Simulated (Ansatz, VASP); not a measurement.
**One calculation of ZrSi2, two programs**

```
Zr Si
1.0
     1.85300   -7.36750    0.00000
     1.85300    7.36750    0.00000
     0.00000    0.00000    3.67200
Zr Si
2 4
Direct
  0.89475 0.10525 0.75000
  0.10525 0.89475 0.25000
  0.55328 0.44672 0.75000
  0.44672 0.55328 0.25000
  0.25036 0.74964 0.75000
  0.74964 0.25036 0.25000
```

Alike in both runs: functional PBE; k mesh 9 × 9 × 9; occupations fermi-dirac, width 0.05 eV; no spin polarisation.

Ansatz relaxed the structure, and its values are those at the end. VASP's run is a single point on that final structure, the one shown.

```csv
,VASP,Ansatz
version,VASP 6.6.1,Ansatz 0.2.0
potentials or method,"VASP PAW PBE potentials, release 64 (Zr_sv, Si)","plane-wave PAW, scalar-relativistic"
plane-wave cutoff (eV),520,420
valence electrons in the cell,40,40
```

|  | VASP | Ansatz | Ansatz less VASP |
| --- | --- | --- | --- |
| pressure (GPa) | 0.7 | 0.7 | -0.02 |
| rms of the force components (eV/Å) | 0.004 | 0.000 | -0.0036 |

The functional is the same, so the differences come from potentials, cutoffs and numerics. Ansatz's warnings: stress scf threshold loose.
